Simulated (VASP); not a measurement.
# TePb (Fm-3m) in VASP: settings compared

TePb is run at these levels: RPBE, PBE, revPBE; tasks: single point.

Everything below comes from runs of VASP 6.6.1. Logs are shortened: lines on timing, memory, paths and dates and some standing lists are left out, and cuts for length are marked.

### 1 The cell of the first run

The structure is cubic, space group Fm-3m (No. 225). Conventional cell: a = 6.462 Å, b = 6.462 Å, c = 6.462 Å, α = 90.00°, β = 90.00°, γ = 90.00°. Within 4.3 Å of Pb (site symmetry m-3m) lie 6 Te at 3.23 Å. Te (site symmetry m-3m) has 6 Pb at 3.23 Å within 4.3 Å.

### 2 Single point, RPBE

Input file INCAR:

```
ALGO = Normal
EDIFF = 1E-6
ENCUT = 520
GGA = RP
ISIF = 2
ISMEAR = -1
LASPH = T
LCHARG = F
LREAL = F
LWAVE = F
NBANDS = 17
NELM = 100
PREC = Accurate
SIGMA = 0.05
```

Input file KPOINTS:

```
k-points
0
Gamma
  7 7 7
```

Input file POSCAR:

```
TePb
1.0
    0.0000000000      3.2310000000      3.2310000000
    3.2310000000      0.0000000000      3.2310000000
    3.2310000000      3.2310000000      0.0000000000
Pb Te
1 1
Direct
    0.0000000000      0.0000000000      0.0000000000
    0.5000000000      0.5000000000      0.5000000000
```

Potentials or basis: VASP PAW PBE potentials, release 64 (Pb_d, Te).

Launch:

```
cat potpaw_PBE.64/Pb_d/POTCAR potpaw_PBE.64/Te/POTCAR > POTCAR
mpirun -np 1 vasp_std > vasp.out
```

OUTCAR:

```text
EDIFF = 1E-6
   ENCUT = 520
   GGA = RP
   ISIF = 2
   ISMEAR = -1
   LASPH = T
   LREAL = F
   NELM = 100
   PREC = Accurate

 ion  position               nearest neighbor table
   1  0.000  0.000  0.000-   2 3.23   2 3.23   2 3.23   2 3.23   2 3.23   2 3.23
   2  0.500  0.500  0.500-   1 3.23   1 3.23   1 3.23   1 3.23   1 3.23   1 3.23

  LATTYP: Found a face centered cubic cell.
 ALAT       =     6.4620000000

  Lattice vectors:

 A1 = (   0.0000000000,   3.2310000000,   3.2310000000)
 A2 = (   3.2310000000,   0.0000000000,   3.2310000000)
 A3 = (   3.2310000000,   3.2310000000,   0.0000000000)

Analysis of symmetry for initial positions (statically):
=====================================================================
 Subroutine PRICEL returns:
 Original cell was already a primitive cell.

 Routine SETGRP: Setting up the symmetry group for a
 face centered cubic supercell.

 Subroutine GETGRP returns: Found 48 space group operations
[... 9 lines left out ...]

 Routine SETGRP: Setting up the symmetry group for a
 face centered cubic supercell.

 Subroutine GETGRP returns: Found 48 space group operations
[... 11 lines left out ...]
                                     Primitive cell

  volume of cell :      67.4592

  direct lattice vectors                    reciprocal lattice vectors
     0.000000000  3.231000000  3.231000000    -0.154750851  0.154750851  0.154750851
     3.231000000  0.000000000  3.231000000     0.154750851 -0.154750851  0.154750851
     3.231000000  3.231000000  0.000000000     0.154750851  0.154750851 -0.154750851

  length of vectors
     4.569324020  4.569324020  4.569324020     0.268036337  0.268036337  0.268036337

  position of ions in fractional coordinates (direct lattice)
     0.000000000  0.000000000  0.000000000
     0.500000000  0.500000000  0.500000000

  ion indices of the primitive-cell ions
   primitive index   ion index
                 1           1
                 2           2

----------------------------------------------------------------------------------------

 KPOINTS: k-points

Automatic generation of k-mesh.
 Grid dimensions read from file:
 generate k-points for:    7    7    7

 Generating k-lattice:

  Cartesian coordinates                     Fractional coordinates (reciprocal lattice)
    -0.022107264  0.022107264  0.022107264     0.142857143  0.000000000  0.000000000
     0.022107264 -0.022107264  0.022107264     0.000000000  0.142857143  0.000000000
     0.022107264  0.022107264 -0.022107264     0.000000000  0.000000000  0.142857143

  Length of vectors
     0.038290905  0.038290905  0.038290905

  Shift w.r.t. Gamma in fractional coordinates (k-lattice)
     0.000000000  0.000000000  0.000000000

 Subroutine IBZKPT returns following result:
 ===========================================

 Found     20 irreducible k-points:

 Following reciprocal coordinates:
            Coordinates               Weight
  0.000000  0.000000  0.000000      1.000000
  0.142857  0.000000  0.000000      8.000000
  0.285714  0.000000  0.000000      8.000000
  0.428571  0.000000  0.000000      8.000000
  0.142857  0.142857  0.000000      6.000000
  0.285714  0.142857  0.000000     24.000000
[... 12 lines left out ...]
 -0.428571  0.428571  0.142857     24.000000
 -0.285714  0.428571  0.142857     24.000000
   k-points           NKPTS =     20   k-points in BZ     NKDIM =     20   number of bands    NBANDS=     17
   number of dos      NEDOS =    301   number of ions     NIONS =      2
   total plane-waves  NPLWV =  46656
   dimension x,y,z NGX =    36 NGY =   36 NGZ =   36
   dimension x,y,z NGXF=    72 NGYF=   72 NGZF=   72
   ions per type =               1   1
   NGX,Y,Z   is equivalent  to a cutoff of  13.10, 13.10, 13.10 a.u.
   NGXF,Y,Z  is equivalent  to a cutoff of  26.20, 26.20, 26.20 a.u.
 SYSTEM =  unknown system
   PREC   = accura    normal or accurate (medium, high low for compatibility)
   ISTART =      0    job   : 0-new  1-cont  2-samecut
   ICHARG =      2    charge: 1-file 2-atom 10-const
   ISPIN  =      1    spin polarized calculation?
   LNONCOLLINEAR =      F non collinear calculations
   LSORBIT =      F    spin-orbit coupling
   LASPH  =      T    aspherical Exc in radial PAW
   ENCUT  =  520.0 eV  38.22 Ry    6.18 a.u.   8.50  8.50  8.50*2*pi/ulx,y,z
   NELM   =    100;   NELMIN=  2; NELMDL= -5     # of ELM steps
   EDIFF  = 0.1E-05   stopping-criterion for ELM
   LREAL  =      F    real-space projection
   EDIFFG = 0.1E-04   stopping-criterion for IOM
   NSW    =      0    number of steps for IOM
   IBRION =     -1    ionic relax: 0-MD 1-quasi-New 2-CG
   NFREE  =      0    steps in history (QN), initial steepest desc. (CG)
   ISIF   =      2    stress and relaxation
   ISYM   =      2    0-nonsym 1-usesym 2-fastsym
   POTIM  = 0.5000    time-step for ionic-motion
   TEBEG  =    0.0;   TEEND  =   0.0 temperature during run
   PSTRESS=    0.0 pullay stress
   NELECT =      20.0000    total number of electrons
   NUPDOWN=      -1.0000    fix difference up-down
   EMIN   =  10.00;   EMAX   =-10.00  energy-range for DOS
   EFERMI =   0.00;   METHOD = LEGACY
   ISMEAR =    -1;   SIGMA  =   0.05  broadening in eV -4-tet -1-fermi 0-gaus
   EFERMI_NEDOS =   21; number of points for ismear=-14 and -15
   IALGO  =     38    algorithm
   IMIX   =      4    mixing-type and parameters
     AMIX     =   0.40;   BMIX     =  1.00
     AMIX_MAG =   1.60;   BMIX_MAG =  1.00
  volume/ion in A,a.u.               =      33.73       227.62
  Fermi-wavevector in a.u.,A,eV,Ry     =   1.091619  2.062861 16.213147  1.191633
  Thomas-Fermi vector in A             =   2.227868
   LORBIT       =      0    0 simple, 1 ext, 2 COOP (PROOUT), +10 PAW based schemes
   GGA     = RP    functional components
   LHFCALC =     F    Hartree Fock is set to
   AEXX    =    0.0000 exact exchange contribution
   IVDW    =     0    specifies the selected vdW correction
   LEPSILON=     F    determine dielectric tensor
   LRPA    =     F    only Hartree local field effects (RPA)
 non-spin polarized calculation
  energy-cutoff  :      520.00
  volume of cell :       67.46
 maximum number of plane-waves:      1837
 NGX is ok and might be reduce to    36
   NGX = 17   NGY = 17   NGZ = 17

 number of electron      20.0000003 magnetization

 Free energy of the ion-electron system (eV)
  ---------------------------------------------------
  ext. energy  EPLUGINS =         0.00000000
  ---------------------------------------------------
  free energy    TOTEN  =        -6.77813145 eV

  energy without entropy =       -6.77812998  energy(sigma->0) =       -6.77813072

 E-fermi :   6.1859     XC(G=0):  -9.1725

 val. band max:        5.6478272300   @ k =   0.4286   0.0000   0.0000
 cond. band min:       6.7129983480   @ k =   0.4286   0.0000   0.0000
 fundamental gap:      1.0651711181
 Fermi energy:         6.1858711516

 k-point     1 :       0.0000    0.0000    0.0000
  band No.  band energies     occupation
      1     -11.0466      2.00000
      2     -11.0466      2.00000
      3     -11.0410      2.00000
      4     -11.0410      2.00000
      5     -11.0410      2.00000
      6      -6.2576      2.00000
[... 9 lines left out ...]
     16      11.5580      0.00000
     17      13.2190      0.00000

 k-point     2 :       0.1429    0.0000    0.0000
  band No.  band energies     occupation
      1     -11.0491      2.00000
      2     -11.0491      2.00000
      3     -11.0405      2.00000
      4     -11.0381      2.00000
      5     -11.0381      2.00000
      6      -6.0833      2.00000
[... 9 lines left out ...]
     16      11.9354      0.00000
     17      14.4884      0.00000

 k-point     3 :       0.2857    0.0000    0.0000
  band No.  band energies     occupation
      1     -11.0556      2.00000
      2     -11.0556      2.00000
      3     -11.0394      2.00000
      4     -11.0306      2.00000
      5     -11.0306      2.00000
      6      -5.5908      2.00000
[... 9 lines left out ...]
     16      12.9540      0.00000
     17      16.6163      0.00000

 k-point     4 :       0.4286    0.0000    0.0000
  band No.  band energies     occupation
      1     -11.0610      2.00000
      2     -11.0610      2.00000
      3     -11.0387      2.00000
      4     -11.0244      2.00000
      5     -11.0244      2.00000
      6      -4.9642      2.00000
[... 9 lines left out ...]
     16      14.4519      0.00000
     17      15.8176      0.00000

 k-point     5 :       0.1429    0.1429    0.0000
  band No.  band energies     occupation
      1     -11.0548      2.00000
      2     -11.0446      2.00000
      3     -11.0428      2.00000
      4     -11.0365      2.00000
      5     -11.0365      2.00000
      6      -6.0256      2.00000
[... 9 lines left out ...]
     16      12.5770      0.00000
     17      13.7692      0.00000

 k-point     6 :       0.2857    0.1429    0.0000
  band No.  band energies     occupation
      1     -11.0636      2.00000
      2     -11.0470      2.00000
      3     -11.0425      2.00000
      4     -11.0317      2.00000
      5     -11.0294      2.00000
      6      -5.6409      2.00000
[... 9 lines left out ...]
     16      13.6173      0.00000
     17      15.1332      0.00000
[... 201 lines left out ...]
 k-point    17 :       0.4286    0.2857    0.1429
  band No.  band energies     occupation
      1     -11.0730      2.00000
      2     -11.0484      2.00000
      3     -11.0417      2.00000
      4     -11.0262      2.00000
      5     -11.0260      2.00000
      6      -5.2003      2.00000
[... 9 lines left out ...]
     16      14.6857      0.00000
     17      15.4633      0.00000

 k-point    18 :      -0.4286    0.2857    0.1429
  band No.  band energies     occupation
      1     -11.0777      2.00000
      2     -11.0524      2.00000
      3     -11.0364      2.00000
      4     -11.0285      2.00000
      5     -11.0211      2.00000
      6      -4.6897      2.00000
[... 9 lines left out ...]
     16      15.1527      0.00000
     17      16.1627      0.00000

 k-point    19 :      -0.4286    0.4286    0.1429
  band No.  band energies     occupation
      1     -11.0940      2.00000
      2     -11.0440      2.00000
      3     -11.0432      2.00000
      4     -11.0228      2.00000
      5     -11.0169      2.00000
      6      -4.5872      2.00000
[... 9 lines left out ...]
     16      15.9230      0.00000
     17      16.6904      0.00000

 k-point    20 :      -0.2857    0.4286    0.1429
  band No.  band energies     occupation
      1     -11.0879      2.00000
      2     -11.0486      2.00000
      3     -11.0365      2.00000
      4     -11.0297      2.00000
      5     -11.0170      2.00000
      6      -4.4569      2.00000
[... 9 lines left out ...]
     16      16.0659      0.00000
     17      16.5261      0.00000

------------------------ aborting loop because EDIFF is reached ----------------------------------------

  FORCE on cell =-STRESS in cart. coord.  units (eV):
  Direction    XX          YY          ZZ          XY          YZ          ZX
  --------------------------------------------------------------------------------------
  -------------------------------------------------------------------------------------
  Total        1.5028930      1.5028930      1.5028930      0.0000000      0.0000000     -0.0000000
  in kB       35.6942105     35.6942105     35.6942105      0.0000000      0.0000000     -0.0000000
  external PRESSURE =      35.6942105 kB  Pullay stress =       0.0000000 kB

 VOLUME and BASIS-vectors are now :
 -----------------------------------------------------------------------------
  energy-cutoff  :      520.00
  volume of cell :       67.46
      direct lattice vectors                 reciprocal lattice vectors
     0.000000000  3.231000000  3.231000000    -0.154750851  0.154750851  0.154750851
     3.231000000  0.000000000  3.231000000     0.154750851 -0.154750851  0.154750851
     3.231000000  3.231000000  0.000000000     0.154750851  0.154750851 -0.154750851

 POSITION                                       TOTAL-FORCE (eV/Angst)
 -----------------------------------------------------------------------------------
      0.00000      0.00000      0.00000        -0.000000     -0.000000     -0.000000
      3.23100      3.23100      3.23100         0.000000      0.000000      0.000000
 -----------------------------------------------------------------------------------
    total drift:                               -0.000000      0.000000      0.000000

  FREE ENERGIE OF THE ION-ELECTRON SYSTEM (eV)
  ---------------------------------------------------
  free  energy   TOTEN  =        -6.7781314546 eV

  energy  without entropy=       -6.7781299769  energy(sigma->0) =       -6.77813072
```

Wall time 50 s (1 thread of AMD EPYC 7R13, shared host); peak memory 0.18 GiB.

What came out:

```
Free energy : -6.7781 eV
Pressure    : 3.6 GPa
```

Caveat: this odd mesh misses L, where the gap lies, so gap, dielectric constants and Born charges aren't listed; the PAW data sets were made with another functional, which shifts forces and pressure a little; spin-orbit coupling is left out, which moves the levels of the heavy elements.

### 3 Single point, PBE

Input file INCAR:

```
PREC     = Accurate       # precision mode
ENCUT    = 520            # plane-wave cutoff, eV
EDIFF    = 1E-6           # SCF threshold, eV
ISMEAR   = 0              # smearing method
SIGMA    = 0.011          # smearing width, eV
LREAL    = False          # projectors in reciprocal space
LASPH    = True           # aspherical terms in the spheres
NELM     = 100            # most SCF steps
ALGO     = Normal         # electronic algorithm
ISIF     = 2              # what is computed and relaxed
LWAVE    = False          # write WAVECAR
LCHARG   = True           # write CHGCAR
GGA      = PE             # functional
LELF     = True           # ELF
LVHAR    = True         
NBANDS   = 17             # bands
```

Input file KPOINTS:

```
Automatic mesh
0
Gamma
  7 7 7
```

POSCAR is that of step 2.

Potentials or basis: VASP PAW PBE potentials, release 64 (Pb_d, Te).

Launch:

```
cat potpaw_PBE.64/Pb_d/POTCAR potpaw_PBE.64/Te/POTCAR > POTCAR
mpirun -np 1 vasp_std > vasp.out
```

It took 54 s on 1 thread of AMD EPYC 7R13, shared host; peak memory 0.18 GiB.

It converged, with:

| Quantity | Value |
| --- | --- |
| Free energy | -7.5026 eV |
| Pressure | 2.1 GPa |

Levels at points of the mesh, in eV from the Fermi level:
```tsv
k point	band 6	band 7	band 8	band 9	band 10	band 11	band 12	band 13	band 14	band 15
(0.00, 0.00, 0.00)	-11.98	-5.56	-1.31	-1.31	-1.31	4.12	4.12	4.12	5.83	5.83
```

Caveat: this odd mesh misses L, where the gap lies, so gap, dielectric constants and Born charges aren't listed; spin-orbit coupling is left out, which moves the levels of the heavy elements.

### 4 Single point, RPBE

Input file INCAR:

```
SYSTEM = TePb
PREC = Accurate
ENCUT = 520
EDIFF = 1E-7
ISMEAR = -1
SIGMA = 0.05
LREAL = .FALSE.
LASPH = .TRUE.
NELM = 60
ALGO = Normal
ISIF = 2
LWAVE = .FALSE.
LCHARG = .FALSE.
GGA = RP
NBANDS = 17
```

Input file KPOINTS:

```
regular mesh
0
G
  7 7 7
  0 0 0
```

POSCAR is that of step 3.

Launch:

```
cat potpaw_PBE.64/Pb_d/POTCAR potpaw_PBE.64/Te/POTCAR > POTCAR
mpirun -np 1 vasp_std > vasp.out
```

Wall time 35 s (1 thread of Intel Xeon 6975P-C, shared host); peak memory 0.21 GiB.

Results (log left out):

```yaml
Free_energy: -6.7781 eV
Pressure: 3.6 GPa
```

Levels at points of the mesh, in eV from the Fermi level:
```
           k point  band 8  band 9  band 10  band 11  band 12  band 13
(0.00, 0.00, 0.00)   -1.80   -1.80    -1.80     3.67     3.67     3.67
```

Caveat: this odd mesh misses L, where the gap lies, so gap, dielectric constants and Born charges aren't listed; the PAW data sets were made with another functional, which shifts forces and pressure a little; spin-orbit coupling is left out, which moves the levels of the heavy elements.

### 5 Single point, revPBE

Input file INCAR:

```
SYSTEM = TePb
PREC = Accurate ; ENCUT = 520
EDIFF = 1E-6 ; ISMEAR = -1
SIGMA = 0.05 ; LREAL = .FALSE.
LASPH = .TRUE. ; NELM = 80
ALGO = Normal ; ISIF = 2
LWAVE = .FALSE. ; LCHARG = .FALSE.
GGA = RE ; NBANDS = 17
```

KPOINTS is that of step 4.

POSCAR is that of step 4.

Launch:

```
cat potpaw_PBE.64/Pb_d/POTCAR potpaw_PBE.64/Te/POTCAR > POTCAR
mpirun -np 1 vasp_std > vasp.out
```

It took 26 s on 1 thread of Intel Xeon 6975P-C, shared host; peak memory 0.21 GiB.

It converged, with:

```
Free energy : -6.8788 eV
Pressure    : 3.1 GPa
```

Levels at points of the mesh, in eV from the Fermi level:
```csv
k point,band 8,band 9,band 10,band 11,band 12,band 13
"(0.00, 0.00, 0.00)",-1.79,-1.79,-1.79,3.67,3.67,3.67
```

Caveat: this odd mesh misses L, where the gap lies, so gap, dielectric constants and Born charges aren't listed; the PAW data sets were made with another functional, which shifts forces and pressure a little; spin-orbit coupling is left out, which moves the levels of the heavy elements.

### 6 Single point, revPBE

This run uses another cell than the first one, of 34.40 Å³/atom, 1.020 times its volume.

Input file INCAR:

```
  PREC = Accurate
  ENCUT = 520
  EDIFF = 1E-6
  ISMEAR = -1
  SIGMA = 0.05
  LREAL = False
  LASPH = True
  NELM = 100
  ALGO = Normal
  ISIF = 2
  LWAVE = False
  LCHARG = False
  GGA = RE
  NBANDS = 17
```

Input file KPOINTS:

```
Automatic mesh
0
Gamma
  7 7 7
```

Input file POSCAR:

```
TePb
1.0
    0.0000000000      3.2523979746      3.2523979746
    3.2523979746      0.0000000000      3.2523979746
    3.2523979746      3.2523979746      0.0000000000
Pb Te
1 1
Direct
    0.0000000000      0.0000000000      0.0000000000
    0.5000000000      0.5000000000      0.5000000000
```

Potentials or basis: VASP PAW PBE potentials, release 64 (Pb_d, Te).

Launch:

```
cat potpaw_PBE.64/Pb_d/POTCAR potpaw_PBE.64/Te/POTCAR > POTCAR
mpirun -np 1 vasp_std > vasp.out
```

Wall time 24 s (1 thread of Intel Xeon 6975P-C, shared host); peak memory 0.21 GiB.

Results (log left out):

- Free energy: -6.9019 eV
- Pressure: 2.2 GPa

Levels at points of the mesh, in eV from the Fermi level:
| k point | band 8 | band 9 | band 10 | band 11 | band 12 | band 13 |
| --- | --- | --- | --- | --- | --- | --- |
| (0.00, 0.00, 0.00) | -1.73 | -1.73 | -1.73 | 3.63 | 3.63 | 3.63 |

Caveat: this odd mesh misses L, where the gap lies, so gap, dielectric constants and Born charges aren't listed; the PAW data sets were made with another functional, which shifts forces and pressure a little; spin-orbit coupling is left out, which moves the levels of the heavy elements.

### 7 Summary

| level | cell | smearing | pressure (GPa) |
| --- | --- | --- | --- |
| RPBE | a = 4.569 Å, angles 60.0°, 2 atoms | fermi-dirac 0.05 eV | 3.6 |
| PBE | a = 4.569 Å, angles 60.0°, 2 atoms | gaussian 0.011 eV | 2.1 |
| revPBE | a = 4.569 Å, angles 60.0°, 2 atoms | fermi-dirac 0.05 eV | 3.1 |
| revPBE | a = 4.600 Å, angles 60.0°, 2 atoms | fermi-dirac 0.05 eV | 2.2 |

Alike in all rows: task single point; potentials or basis VASP PAW PBE potentials, release 64 (Pb_d, Te); no spin polarisation; k mesh 7 × 7 × 7; cutoff (eV) 520.

The pressure there spans 2.1 GPa (PBE) to 3.6 GPa (RPBE); a positive pressure means that this level wants a larger cell, a negative one a smaller.

Caveats: spin-orbit coupling is left out, which moves the levels of the heavy elements; the PAW data sets were made with another functional, which shifts forces and pressure a little (some runs).

Total energies depend on the potentials used, so only differences within one code and one set of settings carry meaning.
